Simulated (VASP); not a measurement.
# LaH3 (I4/mmm) in VASP: single point with PBEsol

Aim: the single point of LaH3 with PBEsol.

Program: VASP 6.6.1. These are calculated values, not measurements. Logs are shortened: lines on timing, memory, paths and dates and some standing lists are left out, and cuts for length are marked.

## Step 1: The cell of the first run

The structure is tetragonal, space group I4/mmm (No. 139). The conventional cell has a = 3.883 Å, b = 3.883 Å, c = 5.520 Å, α = 90.00°, β = 90.00°, γ = 90.00°. La (site symmetry 4/mmm) has 14 H at 2.38 to 2.76 Å within 3.1 Å. Within 3.1 Å of H (site symmetry -4m2) lie 4 La at 2.38 Å and 10 H at 2.38 to 2.76 Å. H (site symmetry 4/mmm) has 8 H at 2.38 Å and 6 La at 2.75 to 2.76 Å within 3.1 Å.

## Step 2: Single point, PBEsol

Contents of INCAR:

```
  PREC = Accurate
  ENCUT = 520
  EDIFF = 1E-6
  ISMEAR = -1
  SIGMA = 0.1
  LREAL = False
  LASPH = True
  NELM = 100
  ALGO = Normal
  ISIF = 2
  LWAVE = False
  LCHARG = False
  GGA = PS
  NBANDS = 15
```

Contents of KPOINTS:

```
Automatic mesh
0
Gamma
  8 8 8
```

Contents of POSCAR:

```
LaH3
1.0
   -1.9417139252      1.9417139252      2.7599870374
    1.9417139252     -1.9417139252      2.7599870374
    1.9417139252      1.9417139252     -2.7599870374
La H
1 3
Direct
    0.0000000000      0.0000000000      0.0000000000
    0.7500000000      0.2500000000      0.5000000000
    0.2500000000      0.7500000000      0.5000000000
    0.5000000000      0.5000000000      0.0000000000
```

Potentials or basis: VASP PAW PBE potentials, release 64 (La, H).

Command:

```
$ cat potpaw_PBE.64/La/POTCAR potpaw_PBE.64/H/POTCAR > POTCAR
$ mpirun -np 1 vasp_std > vasp.out
```

OUTCAR:

```text
PREC = Accurate
   ENCUT = 520
   EDIFF = 1E-6
   ISMEAR = -1
   LREAL = False
   LASPH = True
   NELM = 100
   ISIF = 2
   GGA = PS

 ion  position               nearest neighbor table
   1  0.000  0.000  0.000-
   2  0.750  0.250  0.500-
   3  0.250  0.750  0.500-
   4  0.500  0.500  0.000-

  LATTYP: Found a body centered tetragonal cell.
 ALAT       =     3.8834278504
 C/A-ratio  =     1.4214179553

  Lattice vectors:

 A1 = (  -1.9417139252,   1.9417139252,   2.7599870374)
 A2 = (   1.9417139252,  -1.9417139252,   2.7599870374)
 A3 = (   1.9417139252,   1.9417139252,  -2.7599870374)

Analysis of symmetry for initial positions (statically):
=====================================================================
 Subroutine PRICEL returns:
 Original cell was already a primitive cell.

 Routine SETGRP: Setting up the symmetry group for a
 body centered tetragonal supercell.

 Subroutine GETGRP returns: Found 16 space group operations
 (whereof 16 operations were pure point group operations)
 out of a pool of 16 trial point group operations.

The static configuration has the point symmetry D_4h.

Analysis of symmetry for dynamics (positions and initial velocities):
=====================================================================
 Subroutine PRICEL returns:
 Original cell was already a primitive cell.

 Routine SETGRP: Setting up the symmetry group for a
 body centered tetragonal supercell.

 Subroutine GETGRP returns: Found 16 space group operations
 (whereof 16 operations were pure point group operations)
 out of a pool of 16 trial point group operations.

The dynamic configuration has the point symmetry D_4h.

 Subroutine INISYM returns: Found 16 space group operations
 (whereof 16 operations are pure point group operations),
 and found     1 'primitive' translations

----------------------------------------------------------------------------------------

                                     Primitive cell

  volume of cell :      41.6234

  direct lattice vectors                    reciprocal lattice vectors
    -1.941713925  1.941713925  2.759987037     0.000000000  0.257504462  0.181160271
     1.941713925 -1.941713925  2.759987037     0.257504462  0.000000000  0.181160271
     1.941713925  1.941713925 -2.759987037     0.257504462  0.257504462  0.000000000

  length of vectors
[... 97 lines left out ...]
   NELECT =      14.0000    total number of electrons
   NUPDOWN=      -1.0000    fix difference up-down
   EMIN   =  10.00;   EMAX   =-10.00  energy-range for DOS
   EFERMI =   0.00;   METHOD = LEGACY
   ISMEAR =    -1;   SIGMA  =   0.10  broadening in eV -4-tet -1-fermi 0-gaus
   EFERMI_NEDOS =   21; number of points for ismear=-14 and -15
   IALGO  =     38    algorithm
   IMIX   =      4    mixing-type and parameters
     AMIX     =   0.40;   BMIX     =  1.00
     AMIX_MAG =   1.60;   BMIX_MAG =  1.00
  volume/ion in A,a.u.               =      10.41        70.22
  Fermi-wavevector in a.u.,A,eV,Ry     =   1.138514  2.151479 17.636061  1.296214
  Thomas-Fermi vector in A             =   2.275218
   LORBIT       =      0    0 simple, 1 ext, 2 COOP (PROOUT), +10 PAW based schemes
   GGA     = PS    functional components
   LHFCALC =     F    Hartree Fock is set to
   AEXX    =    0.0000 exact exchange contribution
   IVDW    =     0    specifies the selected vdW correction
   LEPSILON=     F    determine dielectric tensor
   LRPA    =     F    only Hartree local field effects (RPA)
 non-spin polarized calculation
  energy-cutoff  :      520.00
  volume of cell :       41.62
 maximum number of plane-waves:      1139
 NGX is ok and might be reduce to    30
   NGX = 15   NGY = 15   NGZ = 15

 number of electron      13.9999999 magnetization

 Free energy of the ion-electron system (eV)
  ---------------------------------------------------
  ext. energy  EPLUGINS =         0.00000000
  ---------------------------------------------------
  free energy    TOTEN  =       -17.70933356 eV

  energy without entropy =      -17.70376830  energy(sigma->0) =      -17.70655093

 E-fermi :   7.8912     XC(G=0): -10.3503

 val. band max:        7.7266226037   @ k =   0.1250   0.0000   0.0000
 cond. band min:       8.0731548917   @ k =   0.5000   0.0000   0.0000
 fundamental gap:      0.3465322880
 Fermi energy:         7.8912029147

 k-point     1 :       0.0000    0.0000    0.0000
  band No.  band energies     occupation
      1     -25.2404      2.00000
      2      -8.4321      2.00000
      3      -8.4300      2.00000
      4      -8.4300      2.00000
      5      -0.1599      2.00000
      6       5.0076      2.00000
      7       8.2466      0.05561
      8       8.2819      0.03943
      9       8.2819      0.03943
     10       8.5953      0.00175
     11       9.4077      0.00000
     12       9.4195      0.00000
     13       9.4195      0.00000
     14      10.0879      0.00000
[... 401 lines left out ...]
      2      -9.5843      2.00000
      3      -8.9527      2.00000
      4      -8.6786      2.00000
      5       2.6924      2.00000
      6       3.5949      2.00000
      7       4.3303      2.00000
      8       8.6593      0.00092
      9       9.3185      0.00000
     10       9.5118      0.00000
     11       9.6000      0.00000
     12       9.9279      0.00000
     13       9.9540      0.00000
     14       9.9588      0.00000
     15      10.3271      0.00000

 [... further k-points ...]

------------------------ aborting loop because EDIFF is reached ----------------------------------------

  FORCE on cell =-STRESS in cart. coord.  units (eV):
  Direction    XX          YY          ZZ          XY          YZ          ZX
  --------------------------------------------------------------------------------------
  -------------------------------------------------------------------------------------
  Total       -0.0472928     -0.0472928     -0.0608134      0.0000000     -0.0000000      0.0000000
  in kB       -1.8204040     -1.8204040     -2.3408445      0.0000000     -0.0000000      0.0000000
  external PRESSURE =      -1.9938841 kB  Pullay stress =       0.0000000 kB

 VOLUME and BASIS-vectors are now :
 -----------------------------------------------------------------------------
  energy-cutoff  :      520.00
  volume of cell :       41.62
      direct lattice vectors                 reciprocal lattice vectors
    -1.941713925  1.941713925  2.759987037     0.000000000  0.257504462  0.181160271
     1.941713925 -1.941713925  2.759987037     0.257504462  0.000000000  0.181160271
     1.941713925  1.941713925 -2.759987037     0.257504462  0.257504462  0.000000000

 POSITION                                       TOTAL-FORCE (eV/Angst)
 -----------------------------------------------------------------------------------
      0.00000      0.00000      0.00000         0.000000      0.000000     -0.000000
      0.00000      1.94171      1.37999        -0.000000      0.000000      0.000000
      1.94171      0.00000      1.37999         0.000000     -0.000000     -0.000000
      0.00000      0.00000      2.75999         0.000000      0.000000     -0.000000
 -----------------------------------------------------------------------------------
    total drift:                                0.000000      0.000000      0.000000

  FREE ENERGIE OF THE ION-ELECTRON SYSTEM (eV)
  ---------------------------------------------------
  free  energy   TOTEN  =       -17.7093335587 eV

  energy  without entropy=      -17.7037682992  energy(sigma->0) =      -17.70655093
```

OSZICAR:

```text
N       E                     dE             d eps       ncg     rms          rms(c)
DAV:   1     0.100685040448E+03    0.10069E+03   -0.50711E+03  1826   0.128E+03
DAV:   2    -0.856287772016E+01   -0.10925E+03   -0.95478E+02  2108   0.190E+02
DAV:   3    -0.178278385276E+02   -0.92650E+01   -0.91146E+01  2366   0.836E+01
DAV:   4    -0.183381377824E+02   -0.51030E+00   -0.50911E+00  3038   0.145E+01
DAV:   5    -0.183547157841E+02   -0.16578E-01   -0.16577E-01  2445   0.222E+00    0.523E+00
DAV:   6    -0.178328359773E+02    0.52188E+00   -0.80473E-01  2972   0.524E+00    0.259E+00
DAV:   7    -0.177102045725E+02    0.12263E+00   -0.42165E-01  2845   0.326E+00    0.636E-01
DAV:   8    -0.177085626856E+02    0.16419E-02   -0.28423E-02  2911   0.180E+00    0.231E-01
DAV:   9    -0.177096288343E+02   -0.10661E-02   -0.10729E-02  2943   0.903E-01    0.144E-01
DAV:  10    -0.177092010193E+02    0.42781E-03   -0.32243E-03  3049   0.504E-01    0.430E-02
DAV:  11    -0.177093145583E+02   -0.11354E-03   -0.80105E-04  3019   0.179E-01    0.203E-02
DAV:  12    -0.177093303805E+02   -0.15822E-04   -0.15669E-04  3155   0.909E-02    0.102E-02
DAV:  13    -0.177093328967E+02   -0.25162E-05   -0.75071E-05  2551   0.556E-02    0.622E-03
DAV:  14    -0.177093335627E+02   -0.66599E-06   -0.18496E-05  2925   0.414E-02    0.277E-03
DAV:  15    -0.177093335587E+02    0.39057E-08   -0.80673E-07  1353   0.726E-03
   1 F= -.17709334E+02 E0= -.17706551E+02  d E =-.556526E-02
```

stdout:

```text
POSCAR found type information on POSCAR LaH
 POSCAR found :  2 types and       4 ions
 scaLAPACK will be used
 -----------------------------------------------------------------------------
|                                                                             |
|                                                                             |
|     You enforced a specific xc type in the INCAR file but a different       |
|     I HOPE YOU KNOW WHAT YOU ARE DOING!                                     |
|                                                                             |
 -----------------------------------------------------------------------------

 LDA part: xc-table for (Slater+PW92), standard interpolation
 POSCAR, INCAR and KPOINTS ok, starting setup
 FFT: planning ... GRIDC
 FFT: planning ... GRID_SOFT
 FFT: planning ... GRID
 WAVECAR not read
 entering main loop
```

Run time: 29 s. Hardware: 1 thread of AMD EPYC 9R45 (Zen 5), shared host; peak memory 0.17 GiB.

Results:

```yaml
Free_energy: -17.7093 eV
Pressure: -0.2 GPa
Band_gap_on_the_k_mesh: zero (band 7 reaches 8.25 eV, above the bottom of band 8 at 8.07 eV)
```

Caveat: the PAW data sets were made with another functional, which shifts forces and pressure a little; spin-orbit coupling is left out, which moves the levels of the heavy elements.
